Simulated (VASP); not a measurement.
# SrO (Fm-3m) in VASP: a series of runs

The runs below take SrO through single point, relaxation of cell and atoms, with PBE.

All numbers are computed with VASP 6.6.1; they aren't measurements. Logs are shortened: lines on timing, memory, paths and dates and some standing lists are left out, and cuts for length are marked.

## Step 1: The cell of the first run

The structure is cubic, space group Fm-3m (No. 225). Conventional cell: a = 5.130 Å, b = 5.130 Å, c = 5.130 Å, α = 90.00°, β = 90.00°, γ = 90.00°. Sr (site symmetry m-3m) has 6 O at 2.56 Å within 3.4 Å. Within 3.4 Å of O (site symmetry m-3m) lie 6 Sr at 2.56 Å.

## Step 2: Single point, PBE

Contents of INCAR:

```
SYSTEM = SrO
PREC = Accurate
ENCUT = 600
EDIFF = 1E-6
ISMEAR = 0
SIGMA = 0.1
LREAL = .FALSE.
LASPH = .TRUE.
NELM = 120
ALGO = Normal
ISIF = 2
LWAVE = .FALSE.
LCHARG = .FALSE.
GGA = PE
NBANDS = 15
GGA_COMPAT = .FALSE.
```

Contents of KPOINTS:

```
regular mesh
0
G
  6 6 6
  0 0 0
```

Contents of POSCAR:

```
SrO
1.0
    0.0000000000      2.5650000000      2.5650000000
    2.5650000000      0.0000000000      2.5650000000
    2.5650000000      2.5650000000      0.0000000000
Sr O
1 1
Direct
    0.0000000000      0.0000000000      0.0000000000
    0.5000000000      0.5000000000      0.5000000000
```

Potentials or basis: VASP PAW PBE potentials, release 64 (Sr_sv, O).

Run with:

```console
$ cat potpaw_PBE.64/Sr_sv/POTCAR potpaw_PBE.64/O/POTCAR > POTCAR
$ mpirun -np 1 vasp_std > vasp.out
```

OUTCAR:

```text
SYSTEM = SrO
   PREC = Accurate
   ENCUT = 600
   EDIFF = 1E-6
   ISMEAR = 0
   LREAL = .FALSE.
   LASPH = .TRUE.
   NELM = 120
   ISIF = 2
   GGA = PE

 ion  position               nearest neighbor table
   1  0.000  0.000  0.000-   2 2.56   2 2.56   2 2.56   2 2.56   2 2.56   2 2.56
   2  0.500  0.500  0.500-   1 2.56   1 2.56   1 2.56   1 2.56   1 2.56   1 2.56

  LATTYP: Found a face centered cubic cell.
 ALAT       =     5.1300000000

  Lattice vectors:

 A1 = (   0.0000000000,   2.5650000000,   2.5650000000)
 A2 = (   2.5650000000,   0.0000000000,   2.5650000000)
 A3 = (   2.5650000000,   2.5650000000,   0.0000000000)

Analysis of symmetry for initial positions (statically):
=====================================================================
 Subroutine PRICEL returns:
 Original cell was already a primitive cell.

 Routine SETGRP: Setting up the symmetry group for a
 face centered cubic supercell.

 Subroutine GETGRP returns: Found 48 space group operations
 (whereof 48 operations were pure point group operations)
 out of a pool of 48 trial point group operations.

The static configuration has the point symmetry O_h .

Analysis of symmetry for dynamics (positions and initial velocities):
=====================================================================
 Subroutine PRICEL returns:
 Original cell was already a primitive cell.

 Routine SETGRP: Setting up the symmetry group for a
 face centered cubic supercell.

 Subroutine GETGRP returns: Found 48 space group operations
 (whereof 48 operations were pure point group operations)
 out of a pool of 48 trial point group operations.

The dynamic configuration has the point symmetry O_h .

 Subroutine INISYM returns: Found 48 space group operations
 (whereof 48 operations are pure point group operations),
 and found     1 'primitive' translations

----------------------------------------------------------------------------------------

                                     Primitive cell

  volume of cell :      33.7514

  direct lattice vectors                    reciprocal lattice vectors
     0.000000000  2.565000000  2.565000000    -0.194931774  0.194931774  0.194931774
     2.565000000  0.000000000  2.565000000     0.194931774 -0.194931774  0.194931774
     2.565000000  2.565000000  0.000000000     0.194931774  0.194931774 -0.194931774

  length of vectors
     3.627457787  3.627457787  3.627457787     0.337631736  0.337631736  0.337631736

  position of ions in fractional coordinates (direct lattice)
     0.000000000  0.000000000  0.000000000
     0.500000000  0.500000000  0.500000000

  ion indices of the primitive-cell ions
   primitive index   ion index
                 1           1
                 2           2

----------------------------------------------------------------------------------------

 KPOINTS: regular mesh

Automatic generation of k-mesh.
 Grid dimensions read from file:
 generate k-points for:    6    6    6

 Generating k-lattice:

  Cartesian coordinates                     Fractional coordinates (reciprocal lattice)
    -0.032488629  0.032488629  0.032488629     0.166666667  0.000000000  0.000000000
     0.032488629 -0.032488629  0.032488629     0.000000000  0.166666667  0.000000000
     0.032488629  0.032488629 -0.032488629     0.000000000  0.000000000  0.166666667

  Length of vectors
     0.056271956  0.056271956  0.056271956

  Shift w.r.t. Gamma in fractional coordinates (k-lattice)
     0.000000000  0.000000000  0.000000000

 Subroutine IBZKPT returns following result:
 ===========================================

 Found     16 irreducible k-points:

 Following reciprocal coordinates:
            Coordinates               Weight
  0.000000  0.000000  0.000000      1.000000
  0.166667  0.000000  0.000000      8.000000
  0.333333  0.000000  0.000000      8.000000
  0.500000  0.000000  0.000000      4.000000
  0.166667  0.166667  0.000000      6.000000
  0.333333  0.166667  0.000000     24.000000
[... 8 lines left out ...]
 -0.333333  0.333333  0.166667     24.000000
 -0.333333  0.500000  0.166667     12.000000
   k-points           NKPTS =     16   k-points in BZ     NKDIM =     16   number of bands    NBANDS=     15
   number of dos      NEDOS =    301   number of ions     NIONS =      2
   total plane-waves  NPLWV =  27000
   dimension x,y,z NGX =    30 NGY =   30 NGZ =   30
   dimension x,y,z NGXF=    60 NGYF=   60 NGZF=   60
   ions per type =               1   1
   NGX,Y,Z   is equivalent  to a cutoff of  13.75, 13.75, 13.75 a.u.
   NGXF,Y,Z  is equivalent  to a cutoff of  27.50, 27.50, 27.50 a.u.
 SYSTEM =  SrO
   PREC   = accura    normal or accurate (medium, high low for compatibility)
   ISTART =      0    job   : 0-new  1-cont  2-samecut
   ICHARG =      2    charge: 1-file 2-atom 10-const
   ISPIN  =      1    spin polarized calculation?
   LNONCOLLINEAR =      F non collinear calculations
   LSORBIT =      F    spin-orbit coupling
   LASPH  =      T    aspherical Exc in radial PAW
   ENCUT  =  600.0 eV  44.10 Ry    6.64 a.u.   7.24  7.24  7.24*2*pi/ulx,y,z
   NELM   =    120;   NELMIN=  2; NELMDL= -5     # of ELM steps
   EDIFF  = 0.1E-05   stopping-criterion for ELM
   LREAL  =      F    real-space projection
   EDIFFG = 0.1E-04   stopping-criterion for IOM
   NSW    =      0    number of steps for IOM
   IBRION =     -1    ionic relax: 0-MD 1-quasi-New 2-CG
   NFREE  =      0    steps in history (QN), initial steepest desc. (CG)
   ISIF   =      2    stress and relaxation
   ISYM   =      2    0-nonsym 1-usesym 2-fastsym
   POTIM  = 0.5000    time-step for ionic-motion
   TEBEG  =    0.0;   TEEND  =   0.0 temperature during run
   PSTRESS=    0.0 pullay stress
   NELECT =      16.0000    total number of electrons
   NUPDOWN=      -1.0000    fix difference up-down
   EMIN   =  10.00;   EMAX   =-10.00  energy-range for DOS
   EFERMI =   0.00;   METHOD = LEGACY
   ISMEAR =     0;   SIGMA  =   0.10  broadening in eV -4-tet -1-fermi 0-gaus
   EFERMI_NEDOS =   21; number of points for ismear=-14 and -15
   IALGO  =     38    algorithm
   IMIX   =      4    mixing-type and parameters
     AMIX     =   0.40;   BMIX     =  1.00
     AMIX_MAG =   1.60;   BMIX_MAG =  1.00
  volume/ion in A,a.u.               =      16.88       113.88
  Fermi-wavevector in a.u.,A,eV,Ry     =   1.276490  2.412217 22.169701  1.629427
  Thomas-Fermi vector in A             =   2.409143
   LORBIT       =      0    0 simple, 1 ext, 2 COOP (PROOUT), +10 PAW based schemes
   GGA     = PE    functional components
   LHFCALC =     F    Hartree Fock is set to
   AEXX    =    0.0000 exact exchange contribution
   IVDW    =     0    specifies the selected vdW correction
   LEPSILON=     F    determine dielectric tensor
   LRPA    =     F    only Hartree local field effects (RPA)
 non-spin polarized calculation
 Gauss-broadening in eV      SIGMA  =   0.10
  energy-cutoff  :      600.00
  volume of cell :       33.75
 maximum number of plane-waves:      1158
 NGX is ok and might be reduce to    30
   NGX = 15   NGY = 15   NGZ = 15

 number of electron      15.9999997 magnetization

 Free energy of the ion-electron system (eV)
  ---------------------------------------------------
  ext. energy  EPLUGINS =         0.00000000
  ---------------------------------------------------
  free energy    TOTEN  =       -12.03736177 eV

  energy without entropy =      -12.03736177  energy(sigma->0) =      -12.03736177

 E-fermi :   2.1622     XC(G=0): -10.0593

 val. band max:        1.6956058426   @ k =   0.0000   0.0000   0.0000
 cond. band min:       4.9572090071   @ k =   0.5000   0.5000   0.0000
 fundamental gap:      3.2616031645
 Fermi energy:         2.1621600166

 k-point     1 :       0.0000    0.0000    0.0000
  band No.  band energies     occupation
      1     -30.6684      2.00000
      2     -13.4034      2.00000
      3     -12.2989      2.00000
      4     -12.2989      2.00000
      5     -12.2989      2.00000
      6       1.6956      2.00000
      7       1.6956      2.00000
      8       1.6956      2.00000
      9       5.7300      0.00000
     10       7.9225      0.00000
     11       7.9225      0.00000
     12       7.9225      0.00000
     13      10.1055      0.00000
     14      10.1055      0.00000
     15      14.4433      0.00000

 k-point     2 :       0.1667    0.0000    0.0000
  band No.  band energies     occupation
      1     -30.6333      2.00000
      2     -13.9664      2.00000
      3     -12.3200      2.00000
      4     -12.3200      2.00000
      5     -11.8219      2.00000
      6       0.9709      2.00000
      7       1.3630      2.00000
      8       1.3630      2.00000
      9       6.8847      0.00000
     10       7.7246      0.00000
     11       8.4606      0.00000
     12       8.4606      0.00000
     13      10.8109      0.00000
     14      10.8109      0.00000
     15      16.1091      0.00000

 k-point     3 :       0.3333    0.0000    0.0000
  band No.  band energies     occupation
      1     -30.5620      2.00000
      2     -14.6625      2.00000
      3     -12.3614      2.00000
      4     -12.3614      2.00000
      5     -11.2983      2.00000
      6      -0.0633      2.00000
      7       0.7944      2.00000
      8       0.7944      2.00000
      9       7.9120      0.00000
     10       9.0363      0.00000
     11       9.7643      0.00000
     12       9.7643      0.00000
     13      12.3914      0.00000
     14      12.3914      0.00000
     15      17.6440      0.00000

 k-point     4 :       0.5000    0.0000    0.0000
  band No.  band energies     occupation
      1     -30.5257      2.00000
      2     -14.9383      2.00000
      3     -12.3817      2.00000
      4     -12.3817      2.00000
      5     -11.1089      2.00000
      6      -0.4876      2.00000
      7       0.5447      2.00000
      8       0.5447      2.00000
      9       8.2789      0.00000
     10      10.2103      0.00000
     11      10.5834      0.00000
     12      10.5834      0.00000
     13      13.6782      0.00000
     14      13.6782      0.00000
     15      16.5887      0.00000
[... 163 lines left out ...]
 k-point    14 :       0.5000    0.3333    0.1667
  band No.  band energies     occupation
      1     -30.5170      2.00000
      2     -14.4085      2.00000
      3     -12.7249      2.00000
      4     -12.5532      2.00000
      5     -11.6419      2.00000
      6       0.3521      2.00000
      7       0.8586      2.00000
      8       1.3373      2.00000
      9       6.7613      0.00000
     10       8.9739      0.00000
     11      10.5478      0.00000
     12      11.1694      0.00000
     13      12.5598      0.00000
     14      13.8547      0.00000
     15      16.1386      0.00000

 k-point    15 :      -0.3333    0.3333    0.1667
  band No.  band energies     occupation
      1     -30.4935      2.00000
      2     -14.3960      2.00000
      3     -12.8425      2.00000
      4     -12.6951      2.00000
      5     -11.6115      2.00000
      6       0.3590      2.00000
      7       1.0209      2.00000
      8       1.0850      2.00000
      9       7.9279      0.00000
     10       8.0554      0.00000
     11      10.7364      0.00000
     12      11.8445      0.00000
     13      13.2088      0.00000
     14      14.7726      0.00000
     15      15.4858      0.00000

 k-point    16 :      -0.3333    0.5000    0.1667
  band No.  band energies     occupation
      1     -30.4832      2.00000
      2     -13.9673      2.00000
      3     -13.1335      2.00000
      4     -12.8315      2.00000
      5     -11.9007      2.00000
      6       0.8046      2.00000
      7       1.2436      2.00000
      8       1.3620      2.00000
      9       6.3514      0.00000
     10       9.3125      0.00000
     11      10.2092      0.00000
     12      12.7542      0.00000
     13      12.8572      0.00000
     14      14.7595      0.00000
     15      15.2662      0.00000

------------------------ aborting loop because EDIFF is reached ----------------------------------------

  FORCE on cell =-STRESS in cart. coord.  units (eV):
  Direction    XX          YY          ZZ          XY          YZ          ZX
  --------------------------------------------------------------------------------------
  -------------------------------------------------------------------------------------
  Total        0.8400456      0.8400456      0.8400456     -0.0000000      0.0000000     -0.0000000
  in kB       39.8768944     39.8768944     39.8768944     -0.0000000      0.0000000     -0.0000000
  external PRESSURE =      39.8768944 kB  Pullay stress =       0.0000000 kB

 VOLUME and BASIS-vectors are now :
 -----------------------------------------------------------------------------
  energy-cutoff  :      600.00
  volume of cell :       33.75
      direct lattice vectors                 reciprocal lattice vectors
     0.000000000  2.565000000  2.565000000    -0.194931774  0.194931774  0.194931774
     2.565000000  0.000000000  2.565000000     0.194931774 -0.194931774  0.194931774
     2.565000000  2.565000000  0.000000000     0.194931774  0.194931774 -0.194931774

 POSITION                                       TOTAL-FORCE (eV/Angst)
 -----------------------------------------------------------------------------------
      0.00000      0.00000      0.00000        -0.000000     -0.000000     -0.000000
      2.56500      2.56500      2.56500         0.000000      0.000000      0.000000
 -----------------------------------------------------------------------------------
    total drift:                                0.000000      0.000000      0.000000

  FREE ENERGIE OF THE ION-ELECTRON SYSTEM (eV)
  ---------------------------------------------------
  free  energy   TOTEN  =       -12.0373617747 eV

  energy  without entropy=      -12.0373617747  energy(sigma->0) =      -12.03736177
```

Wall time 28 s (1 thread of Intel Xeon 8259CL, shared host); peak memory 0.17 GiB.

Results:

```yaml
Free_energy: -12.0374 eV
Pressure: 4.0 GPa
Band_gap_on_the_k_mesh: 3.26 eV (least direct gap 3.34 eV)
```

Caveat: the cell stands under pressure.

## Step 3: Single point, PBE

This run uses another cell than the first one, of 17.53 Å³/atom.

Contents of INCAR:

```
SYSTEM = SrO
ALGO     = Normal         ! electronic algorithm
EDIFF    = 1E-6           ! SCF threshold, eV
ENCUT    = 600            ! plane-wave cutoff, eV
GGA      = PE             ! functional
GGA_COMPAT= .FALSE.      
ISIF     = 2              ! what is computed and relaxed
ISMEAR   = 0              ! smearing method
LASPH    = .TRUE.         ! aspherical terms in the spheres
LCHARG   = .FALSE.        ! write CHGCAR
LREAL    = .FALSE.        ! projectors in reciprocal space
LWAVE    = .FALSE.        ! write WAVECAR
NBANDS   = 15             ! bands
NELM     = 120            ! most SCF steps
PREC     = Accurate       ! precision mode
SIGMA    = 0.02           ! smearing width, eV
```

Contents of KPOINTS:

```
k-points
0
G
  8 8 8
  0 0 0
```

Contents of POSCAR:

```
SrO
1.0
    0.0000000000      2.5975406448      2.5975406448
    2.5975406448      0.0000000000      2.5975406448
    2.5975406448      2.5975406448      0.0000000000
Sr O
1 1
Direct
    0.0000000000      0.0000000000      0.0000000000
    0.5000000000      0.5000000000      0.5000000000
```

Potentials or basis: VASP PAW PBE potentials, release 64 (Sr_sv, O).

Run with:

```console
$ cat potpaw_PBE.64/Sr_sv/POTCAR potpaw_PBE.64/O/POTCAR > POTCAR
$ mpirun -np 1 vasp_std > vasp.out
```

Run time: 47 s. Hardware: 1 thread of Intel Xeon 8259CL, shared host; peak memory 0.18 GiB.

Results (log left out):

| Quantity | Value |
| --- | --- |
| Free energy | -12.0563 eV |
| Pressure | 0.4 GPa |
| Band gap on the k mesh | 3.28 eV (least direct gap 3.39 eV) |

Levels at points of the mesh, in eV from the valence-band top:
| k point | band 5 | band 6 | band 7 | band 8 | band 9 | band 10 | band 11 | band 12 |
| --- | --- | --- | --- | --- | --- | --- | --- | --- |
| (0.00, 0.00, 0.00) | -14.17 | 0.00 | 0.00 | 0.00 | 3.77 | 6.14 | 6.14 | 6.14 |
| (0.50, 0.00, 0.00) | -12.99 | -2.11 | -1.08 | -1.08 | 6.42 | 8.21 | 8.67 | 8.67 |
| (0.50, 0.50, 0.00) | -14.50 | -0.48 | -0.11 | -0.11 | 3.28 | 7.57 | 9.97 | 10.11 |

## Step 4: Single point, PBE

This run uses another cell than the first one, of 17.53 Å³/atom.

Contents of INCAR:

```
PREC = Accurate
ENCUT = 600
EDIFF = 1E-6
ISMEAR = 0
SIGMA = 0.02
LREAL = F
LASPH = T
NELM = 120
ALGO = Normal
ISIF = 2
LWAVE = F
LCHARG = F
GGA = PE
NBANDS = 15
GGA_COMPAT = F
```

Contents of KPOINTS:

```
regular mesh
0
Gamma
  8 8 8
```

POSCAR is that of step 3.

Run with:

```console
$ cat potpaw_PBE.64/Sr_sv/POTCAR potpaw_PBE.64/O/POTCAR > POTCAR
$ mpirun -np 1 vasp_std > vasp.out
```

Run time: 45 s. Hardware: 1 thread of Intel Xeon 8259CL, shared host; peak memory 0.18 GiB.

The run converged. Its results:

```yaml
Free_energy: -12.0563 eV
Pressure: 0.4 GPa
Band_gap_on_the_k_mesh: 3.28 eV (least direct gap 3.39 eV)
```

Levels at points of the mesh, in eV from the valence-band top:
```tsv
k point	band 5	band 6	band 7	band 8	band 9	band 10	band 11	band 12
(0.00, 0.00, 0.00)	-14.17	0.00	0.00	0.00	3.77	6.14	6.14	6.14
(0.50, 0.00, 0.00)	-12.99	-2.11	-1.08	-1.08	6.42	8.21	8.67	8.67
(0.50, 0.50, 0.00)	-14.50	-0.48	-0.11	-0.11	3.28	7.57	9.97	10.11
```

A k mesh can miss the band edges.

## Step 5: Relaxation of cell and atoms, PBE

Contents of INCAR:

```
  ALGO = Normal
  EDIFF = 1E-7
  EDIFFG = -0.002
  ENCUT = 600
  GGA = PE
  GGA_COMPAT = False
  IBRION = 2
  ISIF = 3
  ISMEAR = 0
  LASPH = True
  LCHARG = False
  LREAL = False
  LWAVE = False
  NELM = 120
  NELMIN = 4
  NSW = 100
  PREC = Accurate
  SIGMA = 0.02
```

Contents of KPOINTS:

```
k-points
0
Gamma
  8 8 8
```

Contents of POSCAR:

```
SrO
1.0
    0.0000000000      2.5650000000      2.5650000000
    2.5650000000      0.0000000000      2.5650000000
    2.5650000000      2.5650000000      0.0000000000
Sr O
1 1
Direct
    0.0000000000      0.0000000000      0.0000000000
    0.5000000000      0.5000000000      0.5000000000
```

Run with:

```console
$ cat potpaw_PBE.64/Sr_sv/POTCAR potpaw_PBE.64/O/POTCAR > POTCAR
$ mpirun -np 1 vasp_std > vasp.out
```

It took 1.8 min on 1 thread of Intel Xeon 8259CL, shared host; peak memory 0.18 GiB.

Results (log left out):

| Property | Result |
| --- | --- |
| Free energy | -12.0551 eV |
| Relaxed volume | 17.62 Å³/atom |
| Relaxed cell | a = 3.680 Å, b = 3.680 Å, c = 3.680 Å, α = 60.00°, β = 60.00°, γ = 60.00° |
| Space group after relaxing (to 0.1 Å) | Fm-3m (No. 225) |
| Energy gained by relaxing | 8.9 meV/atom |
| Ionic steps | 3 |
| Pressure after relaxing | 0.0 GPa |
| Band gap on the k mesh | 3.28 eV (least direct gap 3.39 eV) |

Step by step:
```
step  energy change (eV)  largest force (eV/Å)  pressure (GPa)  volume (Å³)
   1              0.0000                0.0000            3.98        33.75
   2             -0.0150                0.0000           -1.38        35.84
   3             -0.0177                0.0000            0.01        35.23
```

Final structure:
```
Sr O
1.0
     0.00000    2.60198    2.60198
     2.60198    0.00000    2.60198
     2.60198    2.60198    0.00000
Sr O
1 1
Direct
  0.00000 0.00000 0.00000
  0.50000 0.50000 0.50000
```

Levels at points of the mesh, in eV from the valence-band top:
| k point | band 6 | band 7 | band 8 | band 9 | band 10 | band 11 |
| --- | --- | --- | --- | --- | --- | --- |
| (0.00, 0.00, 0.00) | 0.00 | 0.00 | 0.00 | 3.73 | 6.13 | 6.13 |
| (0.50, 0.00, 0.00) | -2.10 | -1.07 | -1.07 | 6.40 | 8.17 | 8.64 |
| (0.50, 0.50, 0.00) | -0.49 | -0.11 | -0.11 | 3.28 | 7.54 | 9.94 |

A k mesh can miss the band edges.

## Step 6: The runs side by side

```tsv
task	cell	k mesh	smearing	gap on the mesh (eV)	pressure (GPa)
single point	a = 3.627 Å, angles 60.0°, 2 atoms	6 × 6 × 6	gaussian 0.1 eV	3.26	4.0
single point	a = 3.673 Å, angles 60.0°, 2 atoms	8 × 8 × 8	gaussian 0.02 eV	3.28	0.4
relaxation of cell and atoms	relaxed from a = 3.627 Å, angles 60.0°, 2 atoms	8 × 8 × 8	gaussian 0.02 eV	3.28	0.0
```

Alike in all rows: level PBE; potentials or basis VASP PAW PBE potentials, release 64 (Sr_sv, O); no spin polarisation; cutoff (eV) 600.

Caveats: the cell stands under pressure (at least some runs).

Total energies depend on the potentials used, so only differences within one code and one set of settings carry meaning.
